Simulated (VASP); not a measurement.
A run of VASP 6.6.1 is set up as follows.

Contents of POSCAR:

```
HfB
1.0
    0.0000000000      2.3100000000      2.3100000000
    2.3100000000      0.0000000000      2.3100000000
    2.3100000000      2.3100000000      0.0000000000
Hf B
1 1
Direct
    0.5000000000      0.5000000000      0.5000000000
    0.0000000000      0.0000000000      0.0000000000
```

INCAR.step1

```
SYSTEM = HfB
  ALGO = Normal
  EDIFF = 1E-4
  ENCUT = 520
  GGA = PE
  ISMEAR = -1
  LASPH = .True.
  LCHARG = .False.
  LREAL = .False.
  LWAVE = .True.
  NBANDS = 14
  NELM = 80
  PREC = Accurate
  SIGMA = 0.05
```

Contents of INCAR.step2:

```
SYSTEM = HfB
  ALGO = Normal
  EDIFF = 1E-6
  ENCUT = 520
  ISIF = 2
  ISMEAR = -1
  ISTART = 1
  LASPH = .True.
  LCHARG = .False.
  LMIXTAU = .True.
  LREAL = .False.
  LWAVE = .False.
  METAGGA = R2SCAN
  NBANDS = 14
  NELM = 80
  PREC = Accurate
  SIGMA = 0.05
```

Contents of KPOINTS:

```
k-points
0
Gamma
  10 10 10
  0 0 0
```

Potentials or basis: VASP PAW PBE potentials, release 64 (Hf_pv, B).

Run with:

```bash
$ cat potpaw_PBE.64/Hf_pv/POTCAR potpaw_PBE.64/B/POTCAR > POTCAR
$ cp INCAR.step1 INCAR
$ mpirun -np 1 vasp_std > vasp.out
$ cp INCAR.step2 INCAR
$ mpirun -np 1 vasp_std > vasp.out
```

(1) Estimate the pressure.

Answers

(1) 29.6 GPa.

Caveat: the PAW data sets were made with another functional, which shifts forces and pressure a little.
